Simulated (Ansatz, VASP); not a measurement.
Si7Ge: VASP beside Ansatz

```
Si Ge
1.0
     0.00000   -5.45918    0.00000
     0.00000    0.00000   -5.45918
    13.91835    0.00000    0.00000
Si Ge
14 2
Direct
  0.74740 0.74740 0.54084
  0.74740 0.74740 0.14861
  0.50000 0.50000 0.44177
  0.50000 0.50000 0.04954
  0.50000 0.00000 0.63788
  0.50000 0.00000 0.24565
  0.00000 0.50000 0.63788
  0.00000 0.50000 0.24565
  0.74740 0.25260 0.73492
  0.74740 0.25260 0.34269
  0.25260 0.74740 0.73492
  0.25260 0.74740 0.34269
  0.25260 0.25260 0.54084
  0.25260 0.25260 0.14861
  0.00000 0.00000 0.44177
  0.00000 0.00000 0.04954
```

Alike in both runs: task single point; functional PBEsol; k mesh 6 × 6 × 3; occupations gaussian, width 0.03 eV; no spin polarisation.

|  | VASP | Ansatz |
| --- | --- | --- |
| version | VASP 6.6.1 | Ansatz 0.2.0 |
| potentials or method | VASP PAW PBE potentials, release 64 (Si, Ge_d), cutoff 520 eV | scalar-relativistic, plane waves, PAW |
| valence electrons in the cell | 84 | 84 |

|  | VASP | Ansatz | Ansatz less VASP |
| --- | --- | --- | --- |
| gap on the k mesh at the Fermi level (eV) | none | none | - |
| pressure (GPa) | -1.4 | -1.5 | -0.05 |
| traceless stress, the component that is largest in VASP (GPa) | 1.24 | 1.23 | -0.013 |
| rms of the force components (eV/Å) | 0.085 | 0.087 | +0.0017 |

VASP's potentials were made for PBE, not for PBEsol. Atom by atom the forces differ by 0.004 eV/Å (rms over components). A gap of «none» marks a metal or a gap that the smearing closes. The functional is the same, so the differences come from potentials, cutoffs and numerics.
